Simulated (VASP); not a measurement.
# GaCo: electric field gradients with PBE

Crystal: GaCo.

```
Ga Co
1.0
     2.88310    0.00000    0.00000
     0.00000    2.88310    0.00000
     0.00000    0.00000    2.88310
Ga Co
1 1
Direct
  0.50000 0.50000 0.50000
  0.00000 0.00000 0.00000
```

| Quantity | Value |
| --- | --- |
| Program | VASP 6.6.1 |
| Task | electric field gradients |
| Functional | PBE |
| Potentials or basis | VASP PAW PBE potentials, release 64 (Ga_d, Co) |
| Cutoff | 520 eV |
| k mesh | 11 × 11 × 11 |
| Occupations | fermi-dirac, width 0.03 eV |
| Spin | collinear spin, ferromagnetic start |
| Starting moments | [0.0, 2.0] μB |
| Dipole correction | no |
| Further INCAR settings | ALGO = Normal; EDIFF = 1e-08; NBANDS = 22 |

* Pressure: -0.1 GPa
* Band gap on the k mesh: zero (filled and empty bands overlap)
* Net moment: 0.00 μB per cell
* Largest electric field gradient by atom: zero within the noise of the run
* Valence electrons inside the program's atomic spheres: Ga 11.78; Co 8.34

Levels at points of the mesh, in eV from the Fermi level:
Spin up:
```csv
k point,band 9,band 10,band 11,band 12,band 13,band 14
"(0.00, 0.00, 0.00)",-0.75,-0.75,-0.75,5.17,5.17,5.17
```
Spin down:
| k point | band 8 | band 9 | band 10 | band 11 | band 12 | band 13 | band 14 | band 15 |
| --- | --- | --- | --- | --- | --- | --- | --- | --- |
| (0.00, 0.00, 0.00) | -2.54 | -0.75 | -0.75 | -0.75 | 5.17 | 5.17 | 5.17 | 11.00 |

It took 2.2 min on 1 thread of Intel Xeon 8259CL (shared host), peak memory 0.18 GiB.
